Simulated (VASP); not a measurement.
Set up this calculation in VASP 6.6.1, as the native input.

- Task: electric field gradients
- Functional: PBE
- Potentials or basis: VASP PAW PBE potentials, release 64 (Ta_pv, S)
- Cutoff: 400 eV
- k mesh: 9 × 9 × 5
- Occupations: fermi-dirac, width 0.03 eV
- Spin: no spin polarisation
- Dipole correction: no
- Further INCAR settings: ALGO = Normal; EDIFF = 1e-08; NBANDS = 18

The structure of TaS2 lies in POSCAR:

```
TaS2
1.0
    3.3500021206      0.0000000000      0.0000000000
   -1.6750010603      2.9011869392      0.0000000000
    0.0000000000      0.0000000000      5.9772000000
Ta S
1 2
Direct
    0.0000000000      0.0000000000      0.0000000000
    0.3333333333      0.6666666667      0.2500000000
    0.6666666667      0.3333333333      0.7500000000
```

This cell differs from its parent crystal: zz strain of +2 %.

These files were run (other wordings do the same):

INCAR

```
  PREC = Accurate
  ENCUT = 400
  EDIFF = 1E-8
  ISMEAR = -1
  SIGMA = 0.03
  LREAL = False
  LASPH = True
  NELM = 120
  ALGO = Normal
  ISIF = 2
  LWAVE = False
  LCHARG = False
  GGA = PE
  LEFG = True
  NBANDS = 18
  GGA_COMPAT = False
```

KPOINTS

```
regular mesh
0
Gamma
  9 9 5
```

Potentials or basis: VASP PAW PBE potentials, release 64 (Ta_pv, S).

The run is started by

```sh
$ cat potpaw_PBE.64/Ta_pv/POTCAR potpaw_PBE.64/S/POTCAR > POTCAR
$ mpirun -np 1 vasp_std > vasp.out
```

It gave:

The pressure is 6.1 GPa and the largest force is 0.779 eV/Å.

Caveat: the cell differs from its parent crystal (zz strain of +2 %); without QUAD_EFG the Cq values of the log hold for a quadrupole moment of 1 mb, not for the nuclei; this functional lacks dispersion, which binds the layers, so the pressure and a relaxed spacing across them are unreliable.

Wall time 65 s on 1 thread of Intel Xeon 8259CL (shared host), peak memory 0.17 GiB.
